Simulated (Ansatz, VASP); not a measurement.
## Two plane-wave programs on Ru

```
CELL_PARAMETERS angstrom
0.00000 2.00033 2.00033
2.00033 0.00000 2.00033
2.00033 2.00033 0.00000
ATOMIC_POSITIONS crystal
Ru 0.00000 0.00000 0.00000
```

Alike in both runs: task single point; functional PBE; k mesh 8 × 8 × 8; collinear spin.

|  | VASP | Ansatz |
| --- | --- | --- |
| version | VASP 6.6.1 | Ansatz 0.2 development build |
| potentials or method | VASP PAW PBE potentials, release 64 (Ru_pv) | scalar-relativistic |
| plane-wave cutoff (eV) | 500 | 1143 |
| occupations | fermi-dirac, width 0.1 eV | fermi-dirac |

```tsv
	VASP	Ansatz	Ansatz less VASP
net moment per atom (μB)	0.00	0.00	0.000
```
